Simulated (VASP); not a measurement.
# V (Fd-3m) in VASP: single point with PBE

Aim: the single point of V with PBE.

Program: VASP 6.6.1. These are calculated values, not measurements. Logs are shortened: lines on timing, memory, paths and dates and some standing lists are left out, and cuts for length are marked.

### Step 1. The cell of the first run

Symmetry: Fd-3m, No. 227, cubic system. Conventional cell: a = 5.338 Å, b = 5.338 Å, c = 5.338 Å, α = 90.00°, β = 90.00°, γ = 90.00°. V (site symmetry -43m) has 4 V at 2.31 Å within 3.1 Å.

This isn't the form of V at room conditions, which is bcc.

### Step 2. Single point, PBE

Contents of INCAR:

```
SYSTEM = V
PREC = Accurate ; ENCUT = 520
EDIFF = 1E-7 ; ISMEAR = -1
SIGMA = 0.06122561905347299 ; LREAL = .FALSE.
LASPH = .TRUE. ; NELM = 80
ALGO = Normal ; ISIF = 2
LWAVE = .FALSE. ; LCHARG = .FALSE.
GGA = PE ; NBANDS = 20
```

Contents of KPOINTS:

```
regular mesh
0
G
  35 35 35
  0 0 0
```

Contents of POSCAR:

```
V
1.0
    0.0000000000      2.6690198257      2.6690198257
    2.6690198257      0.0000000000      2.6690198257
    2.6690198257      2.6690198257      0.0000000000
V
2
Direct
    0.0000000000      0.0000000000      0.0000000000
    0.2500000000      0.2500000000      0.2500000000
```

Potentials or basis: VASP PAW PBE potentials, release 64 (V_sv).

Started as:

```console
cat potpaw_PBE.64/V_sv/POTCAR > POTCAR
mpirun -np 1 vasp_std > vasp.out
```

OUTCAR:

```text
SYSTEM = V
   PREC = Accurate
   ENCUT = 520
   EDIFF = 1E-7
   ISMEAR = -1
   LREAL = .FALSE.
   LASPH = .TRUE.
   NELM = 80
   ISIF = 2
   GGA = PE

 ion  position               nearest neighbor table
   1  0.000  0.000  0.000-   2 2.31   2 2.31   2 2.31   2 2.31
   2  0.250  0.250  0.250-   1 2.31   1 2.31   1 2.31   1 2.31

  LATTYP: Found a face centered cubic cell.
 ALAT       =     5.3380396514

  Lattice vectors:

 A1 = (   0.0000000000,   2.6690198257,   2.6690198257)
 A2 = (   2.6690198257,   0.0000000000,   2.6690198257)
 A3 = (   2.6690198257,   2.6690198257,   0.0000000000)

Analysis of symmetry for initial positions (statically):
=====================================================================
 Subroutine PRICEL returns:
 Original cell was already a primitive cell.

 Routine SETGRP: Setting up the symmetry group for a
 face centered cubic supercell.

 Subroutine GETGRP returns: Found 48 space group operations
 (whereof 24 operations were pure point group operations)
 out of a pool of 48 trial point group operations.

The static configuration has the point symmetry T_d .
 The point group associated with its full space group is O_h .

Analysis of symmetry for dynamics (positions and initial velocities):
=====================================================================
 Subroutine PRICEL returns:
 Original cell was already a primitive cell.

 Routine SETGRP: Setting up the symmetry group for a
 face centered cubic supercell.

 Subroutine GETGRP returns: Found 48 space group operations
 (whereof 24 operations were pure point group operations)
 out of a pool of 48 trial point group operations.

The dynamic configuration has the point symmetry T_d .
 The point group associated with its full space group is O_h .

 Subroutine INISYM returns: Found 48 space group operations
 (whereof 24 operations are pure point group operations),
 and found     1 'primitive' translations

----------------------------------------------------------------------------------------

                                     Primitive cell

  volume of cell :      38.0264

  direct lattice vectors                    reciprocal lattice vectors
     0.000000000  2.669019826  2.669019826    -0.187334689  0.187334689  0.187334689
     2.669019826  0.000000000  2.669019826     0.187334689 -0.187334689  0.187334689
     2.669019826  2.669019826  0.000000000     0.187334689  0.187334689 -0.187334689

  length of vectors
     3.774564036  3.774564036  3.774564036     0.324473200  0.324473200  0.324473200

  position of ions in fractional coordinates (direct lattice)
     0.000000000  0.000000000  0.000000000
     0.250000000  0.250000000  0.250000000

  ion indices of the primitive-cell ions
   primitive index   ion index
                 1           1
                 2           2

----------------------------------------------------------------------------------------

 KPOINTS: regular mesh

Automatic generation of k-mesh.
 Grid dimensions read from file:
 generate k-points for:   35   35   35

 Generating k-lattice:

  Cartesian coordinates                     Fractional coordinates (reciprocal lattice)
    -0.005352420  0.005352420  0.005352420     0.028571429  0.000000000  0.000000000
     0.005352420 -0.005352420  0.005352420     0.000000000  0.028571429  0.000000000
     0.005352420  0.005352420 -0.005352420     0.000000000  0.000000000  0.028571429

  Length of vectors
     0.009270663  0.009270663  0.009270663

  Shift w.r.t. Gamma in fractional coordinates (k-lattice)
     0.000000000  0.000000000  0.000000000

 Subroutine IBZKPT returns following result:
 ===========================================

 Found   1140 irreducible k-points:

 Following reciprocal coordinates:
            Coordinates               Weight
  0.000000  0.000000  0.000000      1.000000
  0.028571  0.000000  0.000000      8.000000
  0.057143  0.000000  0.000000      8.000000
  0.085714  0.000000  0.000000      8.000000
  0.114286  0.000000  0.000000      8.000000
  0.142857  0.000000  0.000000      8.000000
[... 16 lines left out ...]
  0.142857  0.028571  0.000000     24.000000
  0.171429  0.028571  0.000000     24.000000
 [... further k-points ...]
   k-points           NKPTS =   1140   k-points in BZ     NKDIM =   1140   number of bands    NBANDS=     20
   number of dos      NEDOS =    301   number of ions     NIONS =      2
   total plane-waves  NPLWV =  21952
   dimension x,y,z NGX =    28 NGY =   28 NGZ =   28
   dimension x,y,z NGXF=    56 NGYF=   56 NGZF=   56
   ions per type =               2
   NGX,Y,Z   is equivalent  to a cutoff of  12.33, 12.33, 12.33 a.u.
   NGXF,Y,Z  is equivalent  to a cutoff of  24.66, 24.66, 24.66 a.u.
 SYSTEM =  V
   PREC   = accura    normal or accurate (medium, high low for compatibility)
   ISTART =      0    job   : 0-new  1-cont  2-samecut
   ICHARG =      2    charge: 1-file 2-atom 10-const
   ISPIN  =      1    spin polarized calculation?
   LNONCOLLINEAR =      F non collinear calculations
   LSORBIT =      F    spin-orbit coupling
   LASPH  =      T    aspherical Exc in radial PAW
   ENCUT  =  520.0 eV  38.22 Ry    6.18 a.u.   7.02  7.02  7.02*2*pi/ulx,y,z
   NELM   =     80;   NELMIN=  2; NELMDL= -5     # of ELM steps
   EDIFF  = 0.1E-06   stopping-criterion for ELM
   LREAL  =      F    real-space projection
   EDIFFG = 0.1E-05   stopping-criterion for IOM
   NSW    =      0    number of steps for IOM
   IBRION =     -1    ionic relax: 0-MD 1-quasi-New 2-CG
   NFREE  =      0    steps in history (QN), initial steepest desc. (CG)
   ISIF   =      2    stress and relaxation
   ISYM   =      2    0-nonsym 1-usesym 2-fastsym
   POTIM  = 0.5000    time-step for ionic-motion
   TEBEG  =    0.0;   TEEND  =   0.0 temperature during run
   PSTRESS=    0.0 pullay stress
   NELECT =      26.0000    total number of electrons
   NUPDOWN=      -1.0000    fix difference up-down
   EMIN   =  10.00;   EMAX   =-10.00  energy-range for DOS
   EFERMI =   0.00;   METHOD = LEGACY
   ISMEAR =    -1;   SIGMA  =   0.06  broadening in eV -4-tet -1-fermi 0-gaus
   EFERMI_NEDOS =   21; number of points for ismear=-14 and -15
   IALGO  =     38    algorithm
   IMIX   =      4    mixing-type and parameters
     AMIX     =   0.40;   BMIX     =  1.00
     AMIX_MAG =   1.60;   BMIX_MAG =  1.00
  volume/ion in A,a.u.               =      19.01       128.31
  Fermi-wavevector in a.u.,A,eV,Ry     =   1.442240  2.725438 28.300876  2.080056
  Thomas-Fermi vector in A             =   2.560782
   LORBIT       =      0    0 simple, 1 ext, 2 COOP (PROOUT), +10 PAW based schemes
   GGA     = PE    functional components
   LHFCALC =     F    Hartree Fock is set to
   AEXX    =    0.0000 exact exchange contribution
   IVDW    =     0    specifies the selected vdW correction
   LEPSILON=     F    determine dielectric tensor
   LRPA    =     F    only Hartree local field effects (RPA)
 non-spin polarized calculation
  energy-cutoff  :      520.00
  volume of cell :       38.03
 maximum number of plane-waves:      1039
   NGX = 13   NGY = 13   NGZ = 13

 number of electron      26.0000005 magnetization

 Free energy of the ion-electron system (eV)
  ---------------------------------------------------
  ext. energy  EPLUGINS =         0.00000000
  ---------------------------------------------------
  free energy    TOTEN  =       -13.22228511 eV

  energy without entropy =      -13.15678631  energy(sigma->0) =      -13.18953571

 E-fermi :   6.0140     XC(G=0): -10.7741

 val. band max:        6.0137796748   @ k =   0.3714   0.2857   0.0000
 cond. band min:       6.0155751602   @ k =   0.4000   0.1143   0.0286
 fundamental gap:      0.0017954854
 Fermi energy:         6.0140432285

 k-point     1 :       0.0000    0.0000    0.0000
  band No.  band energies     occupation
      1     -57.6738      2.00000
      2     -57.0994      2.00000
      3     -31.7225      2.00000
      4     -31.7225      2.00000
      5     -31.7225      2.00000
      6     -30.9230      2.00000
[... 12 lines left out ...]
     19       9.6808      0.00000
     20      18.9523      0.00000

 k-point     2 :       0.0286    0.0000    0.0000
  band No.  band energies     occupation
      1     -57.6730      2.00000
      2     -57.1003      2.00000
      3     -31.7234      2.00000
      4     -31.7234      2.00000
      5     -31.7226      2.00000
      6     -30.9231      2.00000
[... 12 lines left out ...]
     19       9.6802      0.00000
     20      18.4166      0.00000

 k-point     3 :       0.0571    0.0000    0.0000
  band No.  band energies     occupation
      1     -57.6704      2.00000
      2     -57.1029      2.00000
      3     -31.7260      2.00000
      4     -31.7260      2.00000
      5     -31.7227      2.00000
      6     -30.9234      2.00000
[... 12 lines left out ...]
     19       9.6783      0.00000
     20      17.7944      0.00000

 k-point     4 :       0.0857    0.0000    0.0000
  band No.  band energies     occupation
      1     -57.6662      2.00000
      2     -57.1073      2.00000
      3     -31.7303      2.00000
      4     -31.7303      2.00000
      5     -31.7229      2.00000
      6     -30.9239      2.00000
[... 12 lines left out ...]
     19       9.6748      0.00000
     20      17.1523      0.00000

 k-point     5 :       0.1143    0.0000    0.0000
  band No.  band energies     occupation
      1     -57.6604      2.00000
      2     -57.1133      2.00000
      3     -31.7359      2.00000
      4     -31.7359      2.00000
      5     -31.7231      2.00000
      6     -30.9246      2.00000
[... 12 lines left out ...]
     19       9.6692      0.00000
     20      16.5068      0.00000
[... 353 lines left out ...]
      6     -30.9273      2.00000
[... 12 lines left out ...]
     19       9.7009      0.00000
     20      17.3589      0.00000

 k-point    22 :       0.1143    0.0286    0.0000
  band No.  band energies     occupation
      1     -57.6618      2.00000
      2     -57.1119      2.00000
      3     -31.7375      2.00000
      4     -31.7356      2.00000
      5     -31.7190      2.00000
      6     -30.9282      2.00000
[... 12 lines left out ...]
     19       9.7036      0.00000
     20      16.7182      0.00000

 k-point    23 :       0.1429    0.0286    0.0000
  band No.  band energies     occupation
      1     -57.6550      2.00000
      2     -57.1189      2.00000
      3     -31.7445      2.00000
      4     -31.7417      2.00000
      5     -31.7191      2.00000
      6     -30.9291      2.00000
[... 12 lines left out ...]
     19       9.7033      0.00000
     20      16.0761      0.00000

 k-point    24 :       0.1714    0.0286    0.0000
  band No.  band energies     occupation
      1     -57.6467      2.00000
      2     -57.1274      2.00000
      3     -31.7524      2.00000
      4     -31.7490      2.00000
      5     -31.7192      2.00000
      6     -30.9301      2.00000
[... 12 lines left out ...]
     19       9.6994      0.00000
     20      15.4389      0.00000

 [... further k-points ...]
[... 5 lines left out ...]
  --------------------------------------------------------------------------------------
  -------------------------------------------------------------------------------------
  Total       -0.2136548     -0.2136548     -0.2136548      0.0000000      0.0000000     -0.0000000
  in kB       -9.0019757     -9.0019757     -9.0019757      0.0000000      0.0000000     -0.0000000
  external PRESSURE =      -9.0019757 kB  Pullay stress =       0.0000000 kB

 VOLUME and BASIS-vectors are now :
 -----------------------------------------------------------------------------
  energy-cutoff  :      520.00
  volume of cell :       38.03
      direct lattice vectors                 reciprocal lattice vectors
     0.000000000  2.669019826  2.669019826    -0.187334689  0.187334689  0.187334689
     2.669019826  0.000000000  2.669019826     0.187334689 -0.187334689  0.187334689
     2.669019826  2.669019826  0.000000000     0.187334689  0.187334689 -0.187334689

 POSITION                                       TOTAL-FORCE (eV/Angst)
 -----------------------------------------------------------------------------------
      0.00000      0.00000      0.00000         0.000000     -0.000000      0.000000
      1.33451      1.33451      1.33451        -0.000000      0.000000     -0.000000
 -----------------------------------------------------------------------------------
    total drift:                                0.000000      0.000000      0.000000

  FREE ENERGIE OF THE ION-ELECTRON SYSTEM (eV)
  ---------------------------------------------------
  free  energy   TOTEN  =       -13.2222851092 eV

  energy  without entropy=      -13.1567863101  energy(sigma->0) =      -13.18953571
```

Wall time 11 min (1 thread of Intel Xeon 8259CL, shared host); peak memory 0.72 GiB.

Results:

```
Free energy            : -13.2223 eV
Pressure               : -0.9 GPa
Band gap on the k mesh : zero (bands 13 and 14 overlap by 0.92 eV)
```
